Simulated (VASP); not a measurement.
Set up this calculation in VASP 6.6.1, as the native input.

- Task: single point
- Functional: PBE
- Potentials or basis: VASP PAW PBE potentials, release 64 (Sr_sv, Ni, Pt)
- Cutoff: 520 eV
- k mesh: 4 × 4 × 4
- Occupations: gaussian, width 0.1 eV
- Spin: collinear spin, ferromagnetic start
- Starting moments: [0.0, 0.35, 0.0, 0.0, 0.0] μB
- Dipole correction: no
- Further INCAR settings: ALGO = Fast; EDIFF = 1e-06; NBANDS = 37

The structure of SrNiPt3 lies in POSCAR:

```
SrNiPt3
1.0
    4.3984126890      0.0000000000      0.0000000000
    0.0000000000      4.3984126890      0.0000000000
    0.0000000000      0.0000000000      5.0365052415
Sr Ni Pt
1 1 3
Direct
    0.0000000000      0.0000000000     -0.1004897138
    0.5000000000      0.5000000000      0.6373020257
    0.5000000000      0.5000000000      1.1083795579
    0.0000000000      0.5000000000      0.4074040651
    0.5000000000      0.0000000000      0.4074040651
```

One way to write it, as run:

INCAR

```
PREC = Accurate
ENCUT = 520
EDIFF = 1E-6
ISMEAR = 0
SIGMA = 0.1
LREAL = F
LASPH = T
NELM = 150
ALGO = Fast
ISIF = 2
LWAVE = F
LCHARG = F
ISPIN = 2
MAGMOM = 0 0.35 0 0 0
LORBIT = 11
LMAXMIX = 4
GGA = PE
NBANDS = 37
```

KPOINTS

```
regular mesh
0
Gamma
  4 4 4
```

Potentials or basis: VASP PAW PBE potentials, release 64 (Sr_sv, Ni, Pt).

Launch:

```console
$ cat potpaw_PBE.64/Sr_sv/POTCAR potpaw_PBE.64/Ni/POTCAR potpaw_PBE.64/Pt/POTCAR > POTCAR
$ mpirun -np 1 vasp_std > vasp.out
```

It gave:

```json
{
  "Pressure": "0.0 GPa",
  "Largest force": "0.024 eV/Å",
  "Band gap on the k mesh": "zero (filled and empty bands overlap)",
  "Net moment": "0.02 μB per cell",
  "Valence electrons inside the program's atomic spheres": "Sr 8.00; Ni 9.32; Pt 9.34, 9.18 (each value once)"
}
```

Caveat: spin-orbit coupling is left out, which moves the levels of the heavy elements.

It took 95 s on 1 thread of Intel(R) Xeon(R) 6975P-C (Granite Rapids) (shared host), peak memory 0.32 GiB.
